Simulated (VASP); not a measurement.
Crystal: HfN.

```
Hf N
1.0
     0.00000    2.26500    2.26500
     2.26500    0.00000    2.26500
     2.26500    2.26500    0.00000
Hf N
1 1
Direct
  0.00000 0.00000 0.00000
  0.50000 0.50000 0.50000
```

```yaml
Program: VASP 6.6.1
Task: relaxation of cell and atoms
Functional: LDA
Potentials_or_basis: VASP PAW LDA potentials, release 64 (Hf_pv, N)
Cutoff: 600 eV
k_mesh: 16 × 16 × 16
Occupations: gaussian, width 0.1 eV
Spin: no spin polarisation
```

At the start: pressure -12.7 GPa; volume 11.62 Å³/atom.

**Question.** Where does the relaxation end?

**Answer.** Over 4 steps the energy falls by 21.4 meV/atom and the volume is 11.10 Å³/atom (-4.4 %); space group Fm-3m (No. 225, to 0.05 Å).

The path:
| step | energy change (eV) | largest force (eV/Å) | pressure (GPa) | volume (Å³) |
| --- | --- | --- | --- | --- |
| 1 | 0.0000 | 0.0000 | -12.70 | 23.24 |
| 2 | 0.1463 | 0.0000 | 34.09 | 20.28 |
| 3 | -0.0428 | 0.0000 | -0.43 | 22.24 |
| 4 | -0.0428 | 0.0000 | -0.04 | 22.21 |

Final structure:
```
CELL_PARAMETERS angstrom
0.00000 2.23096 2.23096
2.23096 0.00000 2.23096
2.23096 2.23096 0.00000
ATOMIC_POSITIONS crystal
Hf 0.00000 0.00000 0.00000
N 0.50000 0.50000 0.50000
```
